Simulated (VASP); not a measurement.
## N: single point with LDA

Crystal: N.

```
N
1.0
     3.51552    0.00000    0.00000
    -1.75776    3.04453    0.00000
     0.00000    0.00000    6.27640
N
2
Direct
  0.33333 0.66667 0.25000
  0.66667 0.33333 0.75000
```

This cell differs from its parent crystal: ratio of the length along z to the lengths across it x 1.1, volume and fractional coordinates fixed.

```yaml
Program: VASP 6.6.1
Task: single point
Functional: LDA
Potentials_or_basis: VASP PAW LDA potentials, release 64 (N)
Cutoff: 520 eV
k_mesh: 12 × 12 × 6
Occupations: gaussian, width 0.05 eV
Spin: collinear spin, ferromagnetic start
Starting_moments: "[3.18, 3.18] μB"
```

```yaml
Pressure: -0.4 GPa
Band_gap_on_the_k_mesh: 2.03 eV
Net_moment: 6.00 μB per cell
Site_moments: N +1.93 μB
Valence_electrons_inside_the_program's_atomic_spheres: N 3.24
```

Stress tensor (GPa, compression positive):
```
-0.33  0.00  0.00
 0.00 -0.33  0.00
 0.00  0.00 -0.44
```

Levels at points of the mesh, in eV from the valence-band top:
Spin up:
```
           k point  band 6  band 7  band 8  band 9  band 10  band 11
(0.00, 0.00, 0.00)   -0.08    0.00    0.00    6.80    10.41    10.53
(0.50, 0.00, 0.00)   -0.36   -0.34   -0.18   10.58    10.60    11.31
(0.00, 0.00, 0.50)   -0.04   -0.04   -0.04    8.01     8.01    13.54
(0.50, 0.00, 0.50)   -0.40   -0.27   -0.27   10.57    10.57    11.68
```
Spin down:
```
           k point  band 1  band 2  band 3  band 4  band 5  band 6
(0.00, 0.00, 0.00)   -8.11   -7.72    2.03    4.03    4.16    4.16
(0.50, 0.00, 0.00)   -7.57   -7.45    2.16    2.54    3.18    3.72
(0.00, 0.00, 0.50)   -7.93   -7.93    2.89    2.89    4.22    4.22
(0.50, 0.00, 0.50)   -7.51   -7.51    2.19    2.19    3.66    3.66
```

Run time: 45 s on 1 thread of Intel(R) Xeon(R) 6975P-C (Granite Rapids), on a shared host, peak memory 0.22 GiB.

 A k mesh can miss the band edges.
